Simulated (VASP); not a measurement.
# SiSn5 (P-3m1) in VASP: single point with PBE

Aim: the single point of SiSn5 with PBE.

Everything below comes from runs of VASP 6.6.1. Logs are shortened: lines on timing, memory, paths and dates and some standing lists are left out, and cuts for length are marked.

### Step 1. The cell of the first run

The structure is trigonal, space group P-3m1 (No. 164). The conventional cell has a = 4.569 Å, b = 4.569 Å, c = 22.503 Å, α = 90.00°, β = 90.00°, γ = 120.00°. Si (site symmetry 3m) has 1 Sn at 2.63 Å and 3 Si at 2.70 Å within 3.5 Å. Within 3.5 Å of Sn (site symmetry 3m) lie 1 Si at 2.63 Å and 3 Sn at 2.83 Å. Sn (site symmetry 3m) has 4 Sn at 2.83 to 2.86 Å within 3.7 Å. Within 3.7 Å of Sn (site symmetry 3m) lie 4 Sn at 2.84 to 2.86 Å. Within 3.7 Å of Sn (site symmetry 3m) lie 4 Sn at 2.84 to 2.87 Å. Within 3.7 Å of Sn (site symmetry 3m) lie 4 Sn at 2.84 to 2.87 Å.

### Step 2. Single point, PBE

File INCAR:

```
SYSTEM = SiSn5
PREC = Accurate
ENCUT = 520
EDIFF = 1E-7
ISMEAR = 0
SIGMA = 0.1
LREAL = .FALSE.
LASPH = .TRUE.
NELM = 60
ALGO = Fast
ISIF = 2
LWAVE = .FALSE.
LCHARG = .FALSE.
GGA = PE
NBANDS = 86
KPAR = 4
```

File KPOINTS:

```
Automatic mesh
0
G
  12 12 2
  0 0 0
```

File POSCAR:

```
SiSn5
1.0
    4.5687334752      0.0000000000      0.0000000000
   -2.2843667376      3.9566392527      0.0000000000
    0.0000000000      0.0000000000     22.5032799035
Si Sn
2 10
Direct
    0.3333333333      0.6666666667      0.0127797416
    0.6666666667      0.3333333333      0.9872202584
    0.3333333333      0.6666666667      0.1298356809
    0.6666666667      0.3333333333      0.8701643191
    0.0000000000      0.0000000000      0.8240531836
    0.0000000000      0.0000000000      0.6968063756
    0.0000000000      0.0000000000      0.1759468164
    0.0000000000      0.0000000000      0.3031936244
    0.6666666667      0.3333333333      0.3494615345
    0.6666666667      0.3333333333      0.4768539373
    0.3333333333      0.6666666667      0.6505384655
    0.3333333333      0.6666666667      0.5231460627
```

Potentials or basis: VASP PAW PBE potentials, release 64 (Si, Sn_d).

Started as:

```bash
$ cat potpaw_PBE.64/Si/POTCAR potpaw_PBE.64/Sn_d/POTCAR > POTCAR
$ mpirun -np 4 vasp_std > vasp.out
```

OUTCAR:

```text
SYSTEM = SiSn5
   PREC = Accurate
   ENCUT = 520
   EDIFF = 1E-7
   ISMEAR = 0
   LREAL = .FALSE.
   LASPH = .TRUE.
   NELM = 60
   ISIF = 2
   GGA = PE

 ion  position               nearest neighbor table
   1  0.333  0.667  0.013-   3 2.63   2 2.70   2 2.70   2 2.70
   2  0.667  0.333  0.987-   4 2.63   1 2.70   1 2.70   1 2.70
   3  0.333  0.667  0.130-   1 2.63   7 2.83   7 2.83   7 2.83
   4  0.667  0.333  0.870-   2 2.63   5 2.83   5 2.83   5 2.83
   5  0.000  0.000  0.824-   4 2.83   4 2.83   4 2.83   6 2.86
   6  0.000  0.000  0.697-  11 2.84  11 2.84  11 2.84   5 2.86
   7  0.000  0.000  0.176-   3 2.83   3 2.83   3 2.83   8 2.86
   8  0.000  0.000  0.303-   9 2.84   9 2.84   9 2.84   7 2.86
   9  0.667  0.333  0.349-   8 2.84   8 2.84   8 2.84  10 2.87
  10  0.667  0.333  0.477-  12 2.84  12 2.84  12 2.84   9 2.87
  11  0.333  0.667  0.651-   6 2.84   6 2.84   6 2.84  12 2.87
  12  0.333  0.667  0.523-  10 2.84  10 2.84  10 2.84  11 2.87

  LATTYP: Found a hexagonal cell.
 ALAT       =     4.5687334752
 C/A-ratio  =     4.9254963166

  Lattice vectors:

 A1 = (   4.5687334752,   0.0000000000,   0.0000000000)
 A2 = (  -2.2843667376,   3.9566392527,   0.0000000000)
 A3 = (   0.0000000000,   0.0000000000,  22.5032799035)

Analysis of symmetry for initial positions (statically):
=====================================================================
 Subroutine PRICEL returns:
 Original cell was already a primitive cell.

 Routine SETGRP: Setting up the symmetry group for a
 hexagonal supercell.

 Subroutine GETGRP returns: Found 12 space group operations
 (whereof 12 operations were pure point group operations)
 out of a pool of 24 trial point group operations.

The static configuration has the point symmetry D_3d.

Analysis of symmetry for dynamics (positions and initial velocities):
=====================================================================
 Subroutine PRICEL returns:
 Original cell was already a primitive cell.

 Routine SETGRP: Setting up the symmetry group for a
 hexagonal supercell.

 Subroutine GETGRP returns: Found 12 space group operations
 (whereof 12 operations were pure point group operations)
 out of a pool of 24 trial point group operations.

The dynamic configuration has the point symmetry D_3d.

 Subroutine INISYM returns: Found 12 space group operations
 (whereof 12 operations are pure point group operations),
 and found     1 'primitive' translations

----------------------------------------------------------------------------------------

                                     Primitive cell

  volume of cell :     406.7880

  direct lattice vectors                    reciprocal lattice vectors
     4.568733475  0.000000000  0.000000000     0.218879041  0.126369873  0.000000000
    -2.284366738  3.956639253  0.000000000     0.000000000  0.252739746  0.000000000
     0.000000000  0.000000000 22.503279904     0.000000000  0.000000000  0.044437967

  length of vectors
     4.568733475  4.568733475 22.503279904     0.252739746  0.252739746  0.044437967

  position of ions in fractional coordinates (direct lattice)
     0.333333333  0.666666667  0.012779742
     0.666666667  0.333333333  0.987220258
     0.333333333  0.666666667  0.129835681
     0.666666667  0.333333333  0.870164319
     0.000000000  0.000000000  0.824053184
     0.000000000  0.000000000  0.696806376
     0.000000000  0.000000000  0.175946816
     0.000000000  0.000000000  0.303193624
     0.666666667  0.333333333  0.349461535
     0.666666667  0.333333333  0.476853937
     0.333333333  0.666666667  0.650538465
     0.333333333  0.666666667  0.523146063

  ion indices of the primitive-cell ions
   primitive index   ion index
                 1           1
                 2           2
                 3           3
                 4           4
                 5           5
                 6           6
                 7           7
                 8           8
                 9           9
                10          10
                11          11
                12          12

----------------------------------------------------------------------------------------

 KPOINTS: Automatic mesh

Automatic generation of k-mesh.
 Grid dimensions read from file:
 generate k-points for:   12   12    2

 Generating k-lattice:

  Cartesian coordinates                     Fractional coordinates (reciprocal lattice)
     0.018239920  0.010530823  0.000000000     0.083333333  0.000000000  0.000000000
     0.000000000  0.021061646  0.000000000     0.000000000  0.083333333  0.000000000
     0.000000000  0.000000000  0.022218983     0.000000000  0.000000000  0.500000000

  Length of vectors
     0.021061646  0.021061646  0.022218983

  Shift w.r.t. Gamma in fractional coordinates (k-lattice)
     0.000000000  0.000000000  0.000000000

 Subroutine IBZKPT returns following result:
 ===========================================

 Found     38 irreducible k-points:

 Following reciprocal coordinates:
            Coordinates               Weight
  0.000000  0.000000  0.000000      1.000000
  0.083333  0.000000  0.000000      6.000000
  0.166667 -0.000000  0.000000      6.000000
  0.250000 -0.000000  0.000000      6.000000
  0.333333  0.000000  0.000000      6.000000
  0.416667 -0.000000  0.000000      6.000000
[... 16 lines left out ...]
  0.250000 -0.000000  0.500000      6.000000
  0.333333  0.000000  0.500000      6.000000
 [... further k-points ...]
   k-points           NKPTS =     38   k-points in BZ     NKDIM =     38   number of bands    NBANDS=     86
   number of dos      NEDOS =    301   number of ions     NIONS =     12
   total plane-waves  NPLWV = 217728
   dimension x,y,z NGX =    36 NGY =   36 NGZ =  168
   dimension x,y,z NGXF=    72 NGYF=   72 NGZF=  336
   ions per type =               2  10
   NGX,Y,Z   is equivalent  to a cutoff of  13.10, 13.10, 12.41 a.u.
   NGXF,Y,Z  is equivalent  to a cutoff of  26.20, 26.20, 24.82 a.u.
 SYSTEM =  SiSn5
   PREC   = accura    normal or accurate (medium, high low for compatibility)
   ISTART =      0    job   : 0-new  1-cont  2-samecut
   ICHARG =      2    charge: 1-file 2-atom 10-const
   ISPIN  =      1    spin polarized calculation?
   LNONCOLLINEAR =      F non collinear calculations
   LSORBIT =      F    spin-orbit coupling
   LASPH  =      T    aspherical Exc in radial PAW
   ENCUT  =  520.0 eV  38.22 Ry    6.18 a.u.   8.49  8.49 41.84*2*pi/ulx,y,z
   NELM   =     60;   NELMIN=  2; NELMDL= -5     # of ELM steps
   EDIFF  = 0.1E-06   stopping-criterion for ELM
   LREAL  =      F    real-space projection
   EDIFFG = 0.1E-05   stopping-criterion for IOM
   NSW    =      0    number of steps for IOM
   IBRION =     -1    ionic relax: 0-MD 1-quasi-New 2-CG
   NFREE  =      0    steps in history (QN), initial steepest desc. (CG)
   ISIF   =      2    stress and relaxation
   ISYM   =      2    0-nonsym 1-usesym 2-fastsym
   POTIM  = 0.5000    time-step for ionic-motion
   TEBEG  =    0.0;   TEEND  =   0.0 temperature during run
   PSTRESS=    0.0 pullay stress
   NELECT =     148.0000    total number of electrons
   NUPDOWN=      -1.0000    fix difference up-down
   EMIN   =  10.00;   EMAX   =-10.00  energy-range for DOS
   EFERMI =   0.00;   METHOD = LEGACY
   ISMEAR =     0;   SIGMA  =   0.10  broadening in eV -4-tet -1-fermi 0-gaus
   EFERMI_NEDOS =   21; number of points for ismear=-14 and -15
   IALGO  =     68    algorithm
   IMIX   =      4    mixing-type and parameters
     AMIX     =   0.40;   BMIX     =  1.00
     AMIX_MAG =   1.60;   BMIX_MAG =  1.00
  volume/ion in A,a.u.               =      33.90       228.76
  Fermi-wavevector in a.u.,A,eV,Ry     =   1.168708  2.208538 18.583905  1.365879
  Thomas-Fermi vector in A             =   2.305191
   LORBIT       =      0    0 simple, 1 ext, 2 COOP (PROOUT), +10 PAW based schemes
   GGA     = PE    functional components
   LHFCALC =     F    Hartree Fock is set to
   AEXX    =    0.0000 exact exchange contribution
   IVDW    =     0    specifies the selected vdW correction
   LEPSILON=     F    determine dielectric tensor
   LRPA    =     F    only Hartree local field effects (RPA)
 non-spin polarized calculation
 RMM-DIIS sequential band-by-band and
 Gauss-broadening in eV      SIGMA  =   0.10
  energy-cutoff  :      520.00
  volume of cell :      406.79
 maximum number of plane-waves:     11045
 NGX is ok and might be reduce to    36
   NGX = 17   NGY = 17   NGZ = 83

 number of electron     147.9999955 magnetization

 Free energy of the ion-electron system (eV)
  ---------------------------------------------------
  ext. energy  EPLUGINS =         0.00000000
  ---------------------------------------------------
  free energy    TOTEN  =       -47.87691581 eV

  energy without entropy =      -47.86981768  energy(sigma->0) =      -47.87336675

 E-fermi :   5.0033     XC(G=0):  -8.6836

 val. band max:        4.9707622085   @ k =   0.0833   0.0000   0.0000
 cond. band min:       5.0290406747   @ k =   0.4167  -0.0000   0.0000
 fundamental gap:      0.0582784662
 Fermi energy:         5.0033063567

 k-point     1 :       0.0000    0.0000    0.0000
  band No.  band energies     occupation
      1     -16.6040      2.00000
      2     -16.6040      2.00000
      3     -16.5799      2.00000
      4     -16.5799      2.00000
      5     -16.5707      2.00000
      6     -16.5707      2.00000
[... 78 lines left out ...]
     85       7.5837      0.00000
     86       7.9116      0.00000

 k-point     2 :       0.0833    0.0000    0.0000
  band No.  band energies     occupation
      1     -16.6071      2.00000
      2     -16.6053      2.00000
      3     -16.5811      2.00000
      4     -16.5808      2.00000
      5     -16.5724      2.00000
      6     -16.5704      2.00000
[... 1954 lines left out ...]
      3     -16.5888      2.00000
      4     -16.5843      2.00000
      5     -16.5805      2.00000
      6     -16.5551      2.00000
[... 78 lines left out ...]
     85       8.2118      0.00000
     86       8.5131      0.00000

 [... further k-points ...]

------------------------ aborting loop because EDIFF is reached ----------------------------------------

  FORCE on cell =-STRESS in cart. coord.  units (eV):
  Direction    XX          YY          ZZ          XY          YZ          ZX
  --------------------------------------------------------------------------------------
  -------------------------------------------------------------------------------------
  Total       -0.1290266     -0.1290266     -0.1402680     -0.0000000      0.0000000      0.0000000
  in kB       -0.5081849     -0.5081849     -0.5524604     -0.0000000      0.0000000      0.0000000
  external PRESSURE =      -0.5229434 kB  Pullay stress =       0.0000000 kB

 VOLUME and BASIS-vectors are now :
 -----------------------------------------------------------------------------
  energy-cutoff  :      520.00
  volume of cell :      406.79
      direct lattice vectors                 reciprocal lattice vectors
     4.568733475  0.000000000  0.000000000     0.218879041  0.126369873  0.000000000
    -2.284366738  3.956639253  0.000000000     0.000000000  0.252739746  0.000000000
     0.000000000  0.000000000 22.503279904     0.000000000  0.000000000  0.044437967

 POSITION                                       TOTAL-FORCE (eV/Angst)
 -----------------------------------------------------------------------------------
     -0.00000      2.63776      0.28759         0.000000      0.000000      0.004180
      2.28437      1.31888     22.21569        -0.000000      0.000000     -0.004180
     -0.00000      2.63776      2.92173         0.000000      0.000000     -0.003294
      2.28437      1.31888     19.58155        -0.000000     -0.000000      0.003294
      0.00000      0.00000     18.54390        -0.000000     -0.000000      0.000618
      0.00000      0.00000     15.68043         0.000000     -0.000000     -0.001193
      0.00000      0.00000      3.95938         0.000000      0.000000     -0.000618
      0.00000      0.00000      6.82285        -0.000000      0.000000      0.001193
      2.28437      1.31888      7.86403        -0.000000     -0.000000     -0.001094
      2.28437      1.31888     10.73078         0.000000      0.000000      0.000683
     -0.00000      2.63776     14.63925         0.000000      0.000000      0.001094
     -0.00000      2.63776     11.77250         0.000000      0.000000     -0.000683
 -----------------------------------------------------------------------------------
    total drift:                               -0.000000      0.000000      0.000000

  FREE ENERGIE OF THE ION-ELECTRON SYSTEM (eV)
  ---------------------------------------------------
  free  energy   TOTEN  =       -47.8769158111 eV

  energy  without entropy=      -47.8698176803  energy(sigma->0) =      -47.87336675
```

Run time: 18 min. Hardware: 4 MPI ranks of Oxide Virtual Turin-like, shared host; peak memory 1.1 GiB.

What came out:

```
Free energy            : -47.8769 eV
Pressure               : -0.1 GPa
Largest force          : 0.004 eV/Å
Band gap on the k mesh : zero (bands 74 and 75 overlap by 0.25 eV)
```

Forces in eV/Å, atoms in the order of the input:
```
Si   0.000  0.000  0.004
Si   0.000  0.000 -0.004
Sn   0.000  0.000 -0.003
Sn   0.000  0.000  0.003
Sn   0.000  0.000  0.001
Sn   0.000  0.000 -0.001
Sn   0.000  0.000 -0.001
Sn   0.000  0.000  0.001
Sn   0.000  0.000 -0.001
Sn   0.000  0.000  0.001
Sn   0.000  0.000  0.001
Sn   0.000  0.000 -0.001
```

Levels at points of the mesh, in eV from the Fermi level:
```tsv
k point	band 72	band 73	band 74	band 75	band 76	band 77
(0.00, 0.00, 0.00)	-0.10	-0.10	-0.05	0.27	0.27	0.47
(0.50, 0.00, 0.00)	-1.30	-1.09	-0.92	-0.09	0.42	0.84
(0.00, 0.00, 0.50)	0.10	0.10	0.17	0.17	0.45	0.57
(0.50, 0.00, 0.50)	-1.60	-1.05	-1.05	0.23	0.58	0.84
```

Caveat: semilocal functionals underestimate gaps, and a narrow one can read as zero; spin-orbit coupling is left out, which moves the levels of the heavy elements.

The gap in the log of VASP goes by the Fermi energy; the results here count the filled bands.